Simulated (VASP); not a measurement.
# AlNi3 (I4/mmm) in VASP: further runs

The runs below take AlNi3 through single point, with PBEsol.

Program: VASP 6.6.1. These are calculated values, not measurements. Logs are shortened: lines on timing, memory, paths and dates and some standing lists are left out, and cuts for length are marked.

### Step 1. The cell of the first run

It takes space group I4/mmm (No. 139, tetragonal). The conventional cell has a = 3.641 Å, b = 3.641 Å, c = 5.597 Å, α = 90.00°, β = 90.00°, γ = 90.00°. Within 3.0 Å of Al (site symmetry 4/mmm) lie 14 Ni at 2.30 to 2.80 Å. Within 3.0 Å of Ni (site symmetry -4m2) lie 4 Al at 2.30 Å and 10 Ni at 2.30 to 2.80 Å. Within 3.0 Å of Ni (site symmetry 4/mmm) lie 8 Ni at 2.30 Å and 6 Al at 2.57 to 2.80 Å.

### Step 2. Single point, PBEsol (strain -0.080 along x and y, +0.000 along z)

Contents of INCAR:

```
SYSTEM = AlNi3
PREC = Accurate
ENCUT = 520
EDIFF = 1E-6
ISMEAR = 0
SIGMA = 0.15
LREAL = .False.
LASPH = .True.
NELM = 100
ALGO = Fast
ISIF = 2
LWAVE = .False.
LCHARG = .False.
GGA = PS
NBANDS = 24
```

Contents of KPOINTS:

```
Automatic mesh
0
Gamma
  14 14 14
  0 0 0
```

Contents of POSCAR:

```
AlNi3
1.0
    0.0000000000      2.5745352306      2.7984078593
    2.5745352306      0.0000000000      2.7984078593
    2.5745352306      2.5745352306      0.0000000000
Al Ni
1 3
Direct
    0.5000000000      0.5000000000      0.5000000000
    0.2500000000      0.2500000000      0.2500000000
    0.0000000000      0.0000000000      0.0000000000
    0.7500000000      0.7500000000      0.7500000000
```

Potentials or basis: VASP PAW PBE potentials, release 64 (Al, Ni).

Command:

```console
$ cat potpaw_PBE.64/Al/POTCAR potpaw_PBE.64/Ni/POTCAR > POTCAR
$ mpirun -np 1 vasp_std > vasp.out
```

OUTCAR:

```text
SYSTEM = AlNi3
   PREC = Accurate
   ENCUT = 520
   EDIFF = 1E-6
   ISMEAR = 0
   LREAL = .False.
   LASPH = .True.
   NELM = 100
   ISIF = 2
   GGA = PS

 ion  position               nearest neighbor table
   1  0.500  0.500  0.500-   2 2.30   4 2.30   2 2.30   2 2.30   4 2.30   2 2.30   4 2.30   4 2.30
                             3 2.57   3 2.57   3 2.57   3 2.57   3 2.80   3 2.80
   2  0.250  0.250  0.250-   3 2.30   1 2.30   3 2.30   1 2.30   3 2.30   3 2.30   1 2.30   1 2.30
                             4 2.57   4 2.57   4 2.57   4 2.57   4 2.80   4 2.80
   3  0.000  0.000  0.000-   4 2.30   2 2.30   4 2.30   2 2.30   4 2.30   4 2.30   2 2.30   2 2.30
                             1 2.57   1 2.57   1 2.57   1 2.57   1 2.80   1 2.80
   4  0.750  0.750  0.750-   1 2.30   3 2.30   1 2.30   1 2.30   3 2.30   1 2.30   3 2.30   3 2.30
                             2 2.57   2 2.57   2 2.57   2 2.57   2 2.80   2 2.80

  LATTYP: Found a body centered tetragonal cell.
 ALAT       =     3.6409426399
 C/A-ratio  =     1.5371886547

  Lattice vectors:

 A1 = (  -2.5745352306,   0.0000000000,   2.7984078593)
 A2 = (   2.5745352306,   0.0000000000,   2.7984078593)
 A3 = (   0.0000000000,   2.5745352306,  -2.7984078593)

Analysis of symmetry for initial positions (statically):
=====================================================================
 Subroutine PRICEL returns:
 Original cell was already a primitive cell.

 Routine SETGRP: Setting up the symmetry group for a
 body centered tetragonal supercell.

 Subroutine GETGRP returns: Found 16 space group operations
 (whereof 16 operations were pure point group operations)
 out of a pool of 16 trial point group operations.

The static configuration has the point symmetry D_4h.

Analysis of symmetry for dynamics (positions and initial velocities):
=====================================================================
 Subroutine PRICEL returns:
 Original cell was already a primitive cell.

 Routine SETGRP: Setting up the symmetry group for a
 body centered tetragonal supercell.

 Subroutine GETGRP returns: Found 16 space group operations
 (whereof 16 operations were pure point group operations)
 out of a pool of 16 trial point group operations.

The dynamic configuration has the point symmetry D_4h.

 Subroutine INISYM returns: Found 16 space group operations
 (whereof 16 operations are pure point group operations),
 and found     1 'primitive' translations

----------------------------------------------------------------------------------------

                                     Primitive cell

  volume of cell :      37.0970

  direct lattice vectors                    reciprocal lattice vectors
     0.000000000  2.574535231  2.798407859    -0.194209811  0.194209811  0.178673026
     2.574535231  0.000000000  2.798407859     0.194209811 -0.194209811  0.178673026
     2.574535231  2.574535231  0.000000000     0.194209811  0.194209811 -0.178673026

  length of vectors
     3.802541019  3.802541019  3.640942640     0.327656759  0.327656759  0.327656759

  position of ions in fractional coordinates (direct lattice)
     0.500000000  0.500000000  0.500000000
     0.250000000  0.250000000  0.250000000
     0.000000000  0.000000000  0.000000000
     0.750000000  0.750000000  0.750000000

  ion indices of the primitive-cell ions
   primitive index   ion index
                 1           1
                 2           2
                 3           3
                 4           4

----------------------------------------------------------------------------------------

 KPOINTS: Automatic mesh

Automatic generation of k-mesh.
 Grid dimensions read from file:
 generate k-points for:   14   14   14

 Generating k-lattice:

  Cartesian coordinates                     Fractional coordinates (reciprocal lattice)
    -0.013872129  0.013872129  0.012762359     0.071428571  0.000000000  0.000000000
     0.013872129 -0.013872129  0.012762359     0.000000000  0.071428571  0.000000000
     0.013872129  0.013872129 -0.012762359    -0.000000000 -0.000000000  0.071428571

  Length of vectors
     0.023404054  0.023404054  0.023404054

  Shift w.r.t. Gamma in fractional coordinates (k-lattice)
     0.000000000  0.000000000  0.000000000

 Subroutine IBZKPT returns following result:
 ===========================================

 Found    244 irreducible k-points:

 Following reciprocal coordinates:
            Coordinates               Weight
  0.000000  0.000000  0.000000      1.000000
  0.071429  0.000000  0.000000      8.000000
  0.142857  0.000000  0.000000      8.000000
  0.214286  0.000000  0.000000      8.000000
  0.285714  0.000000  0.000000      8.000000
  0.357143  0.000000  0.000000      8.000000
[... 16 lines left out ...]
  0.214286  0.142857  0.000000      8.000000
  0.285714  0.142857  0.000000      8.000000
 [... further k-points ...]
   k-points           NKPTS =    244   k-points in BZ     NKDIM =    244   number of bands    NBANDS=     24
   number of dos      NEDOS =    301   number of ions     NIONS =      4
   total plane-waves  NPLWV =  21952
   dimension x,y,z NGX =    28 NGY =   28 NGZ =   28
   dimension x,y,z NGXF=    56 NGYF=   56 NGZF=   56
   ions per type =               1   3
   NGX,Y,Z   is equivalent  to a cutoff of  12.24, 12.24, 12.78 a.u.
   NGXF,Y,Z  is equivalent  to a cutoff of  24.48, 24.48, 25.57 a.u.
 SYSTEM =  AlNi3
   PREC   = accura    normal or accurate (medium, high low for compatibility)
   ISTART =      0    job   : 0-new  1-cont  2-samecut
   ICHARG =      2    charge: 1-file 2-atom 10-const
   ISPIN  =      1    spin polarized calculation?
   LNONCOLLINEAR =      F non collinear calculations
   LSORBIT =      F    spin-orbit coupling
   LASPH  =      T    aspherical Exc in radial PAW
   ENCUT  =  520.0 eV  38.22 Ry    6.18 a.u.   7.07  7.07  6.77*2*pi/ulx,y,z
   NELM   =    100;   NELMIN=  2; NELMDL= -5     # of ELM steps
   EDIFF  = 0.1E-05   stopping-criterion for ELM
   LREAL  =      F    real-space projection
   EDIFFG = 0.1E-04   stopping-criterion for IOM
   NSW    =      0    number of steps for IOM
   IBRION =     -1    ionic relax: 0-MD 1-quasi-New 2-CG
   NFREE  =      0    steps in history (QN), initial steepest desc. (CG)
   ISIF   =      2    stress and relaxation
   ISYM   =      2    0-nonsym 1-usesym 2-fastsym
   POTIM  = 0.5000    time-step for ionic-motion
   TEBEG  =    0.0;   TEEND  =   0.0 temperature during run
   PSTRESS=    0.0 pullay stress
   NELECT =      33.0000    total number of electrons
   NUPDOWN=      -1.0000    fix difference up-down
   EMIN   =  10.00;   EMAX   =-10.00  energy-range for DOS
   EFERMI =   0.00;   METHOD = LEGACY
   ISMEAR =     0;   SIGMA  =   0.15  broadening in eV -4-tet -1-fermi 0-gaus
   EFERMI_NEDOS =   21; number of points for ismear=-14 and -15
   IALGO  =     68    algorithm
   IMIX   =      4    mixing-type and parameters
     AMIX     =   0.40;   BMIX     =  1.00
     AMIX_MAG =   1.60;   BMIX_MAG =  1.00
  volume/ion in A,a.u.               =       9.27        62.59
  Fermi-wavevector in a.u.,A,eV,Ry     =   1.574466  2.975309 33.728064  2.478943
  Thomas-Fermi vector in A             =   2.675596
   LORBIT       =      0    0 simple, 1 ext, 2 COOP (PROOUT), +10 PAW based schemes
   GGA     = PS    functional components
   LHFCALC =     F    Hartree Fock is set to
   AEXX    =    0.0000 exact exchange contribution
   IVDW    =     0    specifies the selected vdW correction
   LEPSILON=     F    determine dielectric tensor
   LRPA    =     F    only Hartree local field effects (RPA)
 non-spin polarized calculation
 RMM-DIIS sequential band-by-band and
 Gauss-broadening in eV      SIGMA  =   0.15
  energy-cutoff  :      520.00
  volume of cell :       37.10
 maximum number of plane-waves:      1022
   NGX = 15   NGY = 15   NGZ = 13

 number of electron      32.9999997 magnetization

 Free energy of the ion-electron system (eV)
  ---------------------------------------------------
  ext. energy  EPLUGINS =         0.00000000
  ---------------------------------------------------
  free energy    TOTEN  =       -23.22174532 eV

  energy without entropy =      -23.19744435  energy(sigma->0) =      -23.20959484

 E-fermi :  12.3857     XC(G=0): -13.9220

 val. band max:       12.3815819143   @ k =  -0.2857   0.3571   0.0714
 cond. band min:      12.3877631566   @ k =  -0.2857   0.4286   0.2143
 fundamental gap:      0.0061812423
 Fermi energy:        12.3857279774

 k-point     1 :       0.0000    0.0000    0.0000
  band No.  band energies     occupation
      1       0.9162      2.00000
      2       7.6250      2.00000
      3       7.8342      2.00000
      4       7.9170      2.00000
      5       8.1320      2.00000
      6       8.1320      2.00000
[... 16 lines left out ...]
     23      21.2743      0.00000
     24      21.5241      0.00000

 k-point     2 :       0.0714    0.0000    0.0000
  band No.  band energies     occupation
      1       1.0030      2.00000
      2       7.6140      2.00000
      3       7.8153      2.00000
      4       7.9497      2.00000
      5       8.1230      2.00000
      6       8.1981      2.00000
[... 16 lines left out ...]
     23      21.3030      0.00000
     24      22.0453      0.00000

 k-point     3 :       0.1429    0.0000    0.0000
  band No.  band energies     occupation
      1       1.2612      2.00000
      2       7.6085      2.00000
      3       7.8002      2.00000
      4       7.8999      2.00000
      5       8.2138      2.00000
      6       8.3472      2.00000
[... 16 lines left out ...]
     23      21.6365      0.00000
     24      22.1011      0.00000

 k-point     4 :       0.2143    0.0000    0.0000
  band No.  band energies     occupation
      1       1.6845      2.00000
      2       7.6046      2.00000
      3       7.7217      2.00000
      4       7.8231      2.00000
      5       8.4124      2.00000
      6       8.5205      2.00000
[... 16 lines left out ...]
     23      21.9733      0.00000
     24      22.2520      0.00000

 k-point     5 :       0.2857    0.0000    0.0000
  band No.  band energies     occupation
      1       2.2614      2.00000
      2       7.2478      2.00000
      3       7.7176      2.00000
      4       7.8859      2.00000
      5       8.6356      2.00000
      6       8.6727      2.00000
[... 16 lines left out ...]
     23      22.3162      0.00000
     24      22.6646      0.00000

 k-point     6 :       0.3571    0.0000    0.0000
  band No.  band energies     occupation
      1       2.9742      2.00000
      2       6.5626      2.00000
      3       7.7852      2.00000
      4       7.9725      2.00000
      5       8.7689      2.00000
      6       8.7846      2.00000
[... 16 lines left out ...]
     23      22.2877      0.00000
     24      23.6493      0.00000
[... 379 lines left out ...]
 k-point    21 :      -0.0714    0.0714    0.0000
  band No.  band energies     occupation
      1       1.1593      2.00000
      2       7.6832      2.00000
      3       7.7596      2.00000
      4       8.0177      2.00000
      5       8.0372      2.00000
      6       8.3258      2.00000
[... 16 lines left out ...]
     23      21.7728      0.00000
     24      22.1645      0.00000

 k-point    22 :       0.1429    0.1429    0.0000
  band No.  band energies     occupation
      1       1.3259      2.00000
      2       7.2651      2.00000
      3       7.9920      2.00000
      4       8.0721      2.00000
      5       8.2509      2.00000
      6       8.2509      2.00000
[... 16 lines left out ...]
     23      21.0519      0.00000
     24      23.1320      0.00000

 k-point    23 :       0.2143    0.1429    0.0000
  band No.  band energies     occupation
      1       1.6118      2.00000
      2       7.1440      2.00000
      3       8.0518      2.00000
      4       8.0605      2.00000
      5       8.3515      2.00000
      6       8.3534      2.00000
[... 16 lines left out ...]
     23      21.5317      0.00000
     24      23.7229      0.00000

 k-point    24 :       0.2857    0.1429    0.0000
  band No.  band energies     occupation
      1       2.0579      2.00000
      2       7.0429      2.00000
      3       7.9542      2.00000
      4       8.1107      2.00000
      5       8.4665      2.00000
      6       8.4850      2.00000
[... 16 lines left out ...]
     23      21.7267      0.00000
     24      23.8648      0.00000

 [... further k-points ...]

------------------------ aborting loop because EDIFF is reached ----------------------------------------

  FORCE on cell =-STRESS in cart. coord.  units (eV):
  Direction    XX          YY          ZZ          XY          YZ          ZX
  --------------------------------------------------------------------------------------
  -------------------------------------------------------------------------------------
  Total       11.1194162     11.1194162     11.7597016      0.0000000      0.0000000      0.0000000
  in kB      480.2350821    480.2350821    507.8882881      0.0000000      0.0000000      0.0000000
  external PRESSURE =     489.4528174 kB  Pullay stress =       0.0000000 kB

 VOLUME and BASIS-vectors are now :
 -----------------------------------------------------------------------------
  energy-cutoff  :      520.00
  volume of cell :       37.10
      direct lattice vectors                 reciprocal lattice vectors
     0.000000000  2.574535231  2.798407859    -0.194209811  0.194209811  0.178673026
     2.574535231  0.000000000  2.798407859     0.194209811 -0.194209811  0.178673026
     2.574535231  2.574535231  0.000000000     0.194209811  0.194209811 -0.178673026

 POSITION                                       TOTAL-FORCE (eV/Angst)
 -----------------------------------------------------------------------------------
      2.57454      2.57454      2.79841         0.000000      0.000000      0.000000
      1.28727      1.28727      1.39920         0.000000     -0.000000      0.000000
      0.00000      0.00000      0.00000        -0.000000      0.000000      0.000000
      3.86180      3.86180      4.19761        -0.000000      0.000000     -0.000000
 -----------------------------------------------------------------------------------
    total drift:                                0.000000     -0.000000      0.000000

  FREE ENERGIE OF THE ION-ELECTRON SYSTEM (eV)
  ---------------------------------------------------
  free  energy   TOTEN  =       -23.2217453169 eV

  energy  without entropy=      -23.1974443544  energy(sigma->0) =      -23.20959484
```

Wall time 1.8 min (1 thread of Intel Xeon 6975P-C (Granite Rapids), shared host); peak memory 0.29 GiB.

What came out:

```
Free energy            : -23.2217 eV
Pressure               : 48.9 GPa
Band gap on the k mesh : zero (an odd number of electrons rules out a gap without spin polarisation)
```

Stress tensor (GPa, compression positive):
```
48.02  0.00  0.00
 0.00 48.02  0.00
 0.00  0.00 50.79
```

Caveat: the cell differs from its parent crystal (strain -0.080 along x and y, +0.000 along z); the cell stands under pressure; the PAW data sets were made with another functional, which shifts forces and pressure a little. Spin polarisation is off, so any magnetic state and its effect on volume and gap are missing.

### Step 3. Single point, PBEsol (strain -0.040 along x and y, -0.080 along z)

Contents of INCAR:

```
PREC = Accurate ; ENCUT = 520
EDIFF = 1E-6 ; ISMEAR = 0
SIGMA = 0.15 ; LREAL = F
LASPH = T ; NELM = 80
ALGO = Fast ; ISIF = 2
LWAVE = F ; LCHARG = T
GGA = PS ; LELF = T
LVHAR = T ; NBANDS = 24
```

Contents of KPOINTS:

```
regular mesh
0
Gamma
  14 14 14
```

Contents of POSCAR:

```
AlNi3
1.0
    0.0000000000      2.6864715449      2.5745352306
    2.6864715449      0.0000000000      2.5745352306
    2.6864715449      2.6864715449      0.0000000000
Al Ni
1 3
Direct
    0.5000000000      0.5000000000      0.5000000000
    0.2500000000      0.2500000000      0.2500000000
    0.0000000000      0.0000000000      0.0000000000
    0.7500000000      0.7500000000      0.7500000000
```

Potentials or basis: VASP PAW PBE potentials, release 64 (Al, Ni).

Command:

```console
$ cat potpaw_PBE.64/Al/POTCAR potpaw_PBE.64/Ni/POTCAR > POTCAR
$ mpirun -np 1 vasp_std > vasp.out
```

Run time: 1.8 min. Hardware: 1 thread of Intel Xeon 6975P-C (Granite Rapids), shared host; peak memory 0.29 GiB.

Results (log left out):

```yaml
Free_energy: -23.2218 eV
Pressure: 48.4 GPa
Band_gap_on_the_k_mesh: zero (an odd number of electrons rules out a gap without spin polarisation)
```

Stress tensor (GPa, compression positive):
```
48.08  0.00  0.00
 0.00 48.08  0.00
 0.00  0.00 49.00
```

Levels at points of the mesh, in eV from the Fermi level:
| k point | band 12 | band 13 | band 14 | band 15 | band 16 | band 17 | band 18 | band 19 | band 20 | band 21 |
| --- | --- | --- | --- | --- | --- | --- | --- | --- | --- | --- |
| (0.00, 0.00, 0.00) | -1.15 | -0.76 | -0.75 | -0.62 | -0.57 | 5.94 | 6.06 | 6.06 | 6.78 | 6.78 |
| (0.50, 0.00, 0.00) | -2.17 | -0.87 | -0.79 | -0.68 | -0.50 | -0.15 | 4.56 | 4.89 | 5.47 | 5.81 |
| (0.50, 0.50, 0.00) | -1.75 | -1.39 | -1.11 | -0.81 | -0.51 | -0.51 | -0.43 | 0.32 | 4.81 | 5.56 |
| (0.50, 0.00, 0.50) | -1.36 | -1.29 | -0.92 | -0.62 | -0.48 | -0.42 | -0.36 | -0.13 | 5.29 | 6.01 |

Caveat: the cell differs from its parent crystal (strain -0.040 along x and y, -0.080 along z); the cell stands under pressure; the PAW data sets were made with another functional, which shifts forces and pressure a little. Spin polarisation is off, so any magnetic state and its effect on volume and gap are missing.
